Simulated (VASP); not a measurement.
Wanted: the native input for a VASP 6.6.1 run.

* Task: relaxation of shape and atoms at fixed volume
* Functional: r2SCAN
* Potentials or basis: VASP PAW PBE potentials, release 64 (Si, Mo_sv)
* Cutoff: 600 eV
* k mesh: 10 × 10 × 10
* Occupations: gaussian, width 0.05 eV
* Spin: no spin polarisation
* Dipole correction: no
* Further INCAR settings: ALGO = Normal; EDIFF = 1e-07; IBRION = 2; EDIFFG = -0.01; NSW = 60; ISIF = 4

Si2Mo:

```
CELL_PARAMETERS angstrom
-1.61192 1.61192 3.93364
1.61192 -1.61192 3.93364
1.61192 1.61192 -3.93364
ATOMIC_POSITIONS crystal
Si 0.33550 0.33550 0.00000
Si 0.66450 0.66450 0.00000
Mo 0.00000 0.00000 0.00000
```

The input as run:

POSCAR

```
Si2Mo
1.0
   -1.6119156023      1.6119156023      3.9336387856
    1.6119156023     -1.6119156023      3.9336387856
    1.6119156023      1.6119156023     -3.9336387856
Si Mo
2 1
Direct
    0.3354950496      0.3354950496      0.0000000000
    0.6645049504      0.6645049504      0.0000000000
    0.0000000000      0.0000000000      0.0000000000
```

INCAR.step1

```
SYSTEM = Si2Mo
ALGO = Normal
EDIFF = 1E-4
ENCUT = 600
GGA = PE
ISMEAR = 0
LASPH = .True.
LCHARG = .False.
LREAL = .False.
LWAVE = .True.
NELM = 60
PREC = Accurate
SIGMA = 0.05
```

INCAR.step2

```
SYSTEM = Si2Mo
ALGO = Normal
EDIFF = 1E-7
EDIFFG = -0.01
ENCUT = 600
IBRION = 2
ISIF = 4
ISMEAR = 0
ISTART = 1
LASPH = .True.
LCHARG = .False.
LMIXTAU = .True.
LREAL = .False.
LWAVE = .False.
METAGGA = R2SCAN
NELM = 60
NSW = 60
PREC = Accurate
SIGMA = 0.05
```

KPOINTS

```
k-points
0
Gamma
  10 10 10
  0 0 0
```

Potentials or basis: VASP PAW PBE potentials, release 64 (Si, Mo_sv).

Run with:

```sh
$ cat potpaw_PBE.64/Si/POTCAR potpaw_PBE.64/Mo_sv/POTCAR > POTCAR
$ cp INCAR.step1 INCAR
$ mpirun -np 1 vasp_std > vasp.out
$ cp INCAR.step2 INCAR
$ mpirun -np 1 vasp_std > vasp.out
```

It gave:

```json
{
  "Energy gained by relaxing": "0.1 meV/atom",
  "Ionic steps": "4",
  "Pressure after relaxing": "-3.8 GPa",
  "Band gap on the k mesh": "zero (bands 11 and 12 overlap by 0.99 eV)"
}
```

Caveat: the PAW data sets were made with another functional, which shifts forces and pressure a little.

Run time: 19 min on 1 thread of Intel(R) Xeon(R) Platinum 8259CL CPU @ 2.50GHz (Skylake/Cascade Lake) (shared host), peak memory 0.28 GiB.
